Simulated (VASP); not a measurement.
WSe2, 6 atoms in the cell. Symmetry: Pm, No. 6, monoclinic system. Conventional cell: a = 3.279 Å, b = 12.788 Å, c = 3.279 Å, α = 90.00°, β = 120.00°, γ = 90.00°. Within 2.6 Å of W (site symmetry m) lie 2 Se at 1.98 Å. Within 3.3 Å of W (site symmetry m) lie 6 Se at 2.53 Å and 6 W at 3.28 Å. Within 3.4 Å of Se (site symmetry 1) lie 3 W at 2.53 Å and 7 Se at 3.28 to 3.37 Å. Within 2.6 Å of Se (site symmetry 1) lie 1 W at 1.98 Å.  This cell differs from its parent crystal: atom 1 (W) moved by -0.840 Å along [1 0 0] and -0.280 Å along [1 2 0].

```yaml
Program: VASP 6.6.1
Task: single point
Functional: PBE
Dispersion: D3(BJ)
Potentials_or_basis: VASP PAW PBE potentials, release 64 (W_sv, Se)
Cutoff: 520 eV
k_mesh: 9 × 9 × 2
Occupations: gaussian, width 0.05 eV
Spin: no spin polarisation
Dipole_correction: no
Further_INCAR_settings: ALGO = Normal; EDIFF = 1e-06; NBANDS = 35
```

Potentials or basis: VASP PAW PBE potentials, release 64 (W_sv, Se).

Command:

```sh
$ cat potpaw_PBE.64/W_sv/POTCAR potpaw_PBE.64/Se/POTCAR > POTCAR
$ mpirun -np 1 vasp_std > vasp.out
```

Hardware: 1 thread of Intel(R) Xeon(R) 6975P-C (Granite Rapids) (shared host).

**Question.** Estimate the wall time of this run.

**Answer.** Wall time 120 s on 1 thread of Intel(R) Xeon(R) 6975P-C (Granite Rapids), on a shared host, peak memory 0.42 GiB. Counts: scf iterations 15, k points 82.
